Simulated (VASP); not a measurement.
The system is Zn2Cd3Se.

```
CELL_PARAMETERS angstrom
4.11016 0.00000 0.00000
0.00000 4.11016 0.00000
0.00000 0.00000 7.70183
ATOMIC_POSITIONS crystal
Zn 0.50000 0.00000 0.72107
Zn 0.00000 0.50000 0.27893
Cd 0.50000 0.00000 0.36694
Cd 0.00000 0.50000 0.63306
Cd 0.00000 0.00000 0.00000
Se 0.50000 0.50000 0.00000
```

The cell was generated, and may not be a known phase.

```yaml
Program: VASP 6.6.1
Task: relaxation of cell and atoms
Functional: PBE
Potentials_or_basis: VASP PAW PBE potentials, release 64 (Zn, Cd, Se)
Cutoff: 600 eV
k_mesh: 8 × 8 × 4
Occupations: gaussian, width 0.1 eV
Spin: no spin polarisation
```

At the start: pressure 0.6 GPa; volume 21.69 Å³/atom.

**Question.** Where does the relaxation end?

**Answer.** Over 12 steps the energy falls by 4.9 meV/atom and the volume is 22.11 Å³/atom (+2.0 %); space group P-4m2 (No. 115, to 0.1 Å) before and after.

The path:
| step | energy change (eV) | largest force (eV/Å) | pressure (GPa) | volume (Å³) |
| --- | --- | --- | --- | --- |
| 1 | 0.0000 | 0.0740 | 0.62 | 130.11 |
| 2 | -0.0114 | 0.0230 | 0.07 | 131.70 |
| 3 | -0.0147 | 0.0297 | -0.63 | 133.94 |
| 4 | -0.0151 | 0.0203 | -0.49 | 133.44 |
| 5 | -0.0220 | 0.0426 | -0.25 | 132.75 |
| 6 | -0.0256 | 0.0691 | 0.18 | 131.79 |
| 7 | -0.0274 | 0.0572 | 0.06 | 132.23 |
| 8 | -0.0283 | 0.0330 | -0.20 | 133.36 |
| 9 | -0.0285 | 0.0384 | -0.14 | 133.07 |
| 10 | -0.0292 | 0.0243 | 0.05 | 132.51 |
| 11 | -0.0292 | 0.0239 | 0.06 | 132.49 |
| 12 | -0.0294 | 0.0098 | -0.02 | 132.67 |

Final structure:
```
Zn Cd Se
1.0
     4.03839    0.00000    0.00000
     0.00000    4.03839    0.00000
     0.00000    0.00000    8.13526
Zn Cd Se
2 3 1
Direct
  0.50000 0.00000 0.71965
  0.00000 0.50000 0.28035
  0.50000 0.00000 0.36899
  0.00000 0.50000 0.63101
  0.00000 0.00000 0.00000
  0.50000 0.50000 0.00000
```
